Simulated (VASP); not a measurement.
CuO, 4 atoms in the cell. Symmetry: P6_3/mmc, No. 194, hexagonal system. The conventional cell has a = 3.180 Å, b = 3.180 Å, c = 4.431 Å, α = 90.00°, β = 90.00°, γ = 120.00°. Within 2.8 Å of Cu (site symmetry -3m) lie 6 O at 2.14 Å and 2 Cu at 2.22 Å. Within 2.9 Å of O (site symmetry -6m2) lie 6 Cu at 2.14 Å and 6 O at 2.88 Å. 

```yaml
Program: VASP 6.6.1
Task: single point
Functional: PBEsol
Potentials_or_basis: VASP PAW PBE potentials, release 64 (Cu_sv_GW, O)
Cutoff: 820 eV
k_mesh: 7 × 7 × 4
Occupations: gaussian, width 0.05 eV
Spin: collinear spin
Starting_moments: "[1.0, 1.0, 0.0, 0.0] μB"
Hubbard_terms: Cu d U = 2.0 eV
Dipole_correction: no
Further_INCAR_settings: ALGO = Normal; EDIFF = 1e-06; NBANDS = 37
```

Potentials or basis: VASP PAW PBE potentials, release 64 (Cu_sv_GW, O).

The run is started by

```bash
$ cat potpaw_PBE.64/Cu_sv_GW/POTCAR potpaw_PBE.64/O/POTCAR > POTCAR
$ mpirun -np 1 vasp_std > vasp.out
```

Hardware: 1 thread of Intel(R) Xeon(R) Platinum 8559C (Emerald Rapids), with other jobs on the host.

Estimate the wall time of this run.

Run time: 100 s on 1 thread of Intel(R) Xeon(R) Platinum 8559C (Emerald Rapids), with other jobs on the host, peak memory 0.28 GiB. Counts: scf iterations 15, k points 24.
